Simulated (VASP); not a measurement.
Wanted: the native input for a VASP 6.6.1 run.

```yaml
Task: single point
Functional: LDA
Potentials_or_basis: VASP PAW LDA potentials, release 64 (Ag)
Cutoff: 520 eV
k_mesh: 13 × 13 × 13
Occupations: methfessel-paxton, width 0.01 eV
Spin: no spin polarisation
Dipole_correction: no
Further_INCAR_settings: ALGO = Normal; EDIFF = 1e-06; NBANDS = 12
```

The structure of Ag lies in POSCAR:

```
Ag
1.0
    0.0000000000      1.9996579419      1.9996579419
    1.9996579419      0.0000000000      1.9996579419
    1.9996579419      1.9996579419      0.0000000000
Ag
1
Direct
    0.0000000000      0.0000000000      0.0000000000
```

The input as run:

INCAR

```
PREC = Accurate ; ENCUT = 520
EDIFF = 1E-6 ; ISMEAR = 1
SIGMA = 0.01 ; LREAL = F
LASPH = T ; NELM = 60
ALGO = Normal ; ISIF = 2
LWAVE = F ; LCHARG = F
GGA = CA ; NBANDS = 12
```

KPOINTS

```
Automatic mesh
0
Gamma
  13 13 13
```

Potentials or basis: VASP PAW LDA potentials, release 64 (Ag).

The run is started by

```console
$ cat potpaw_LDA.64/Ag/POTCAR > POTCAR
$ mpirun -np 1 vasp_std > vasp.out
```

Results of the run:

```json
{
 "Pressure": "0.1 GPa"
}
```

Wall time 22 s on 1 thread of AMD EPYC 7R13 Processor (Zen 3) (shared host), peak memory 0.1 GiB.
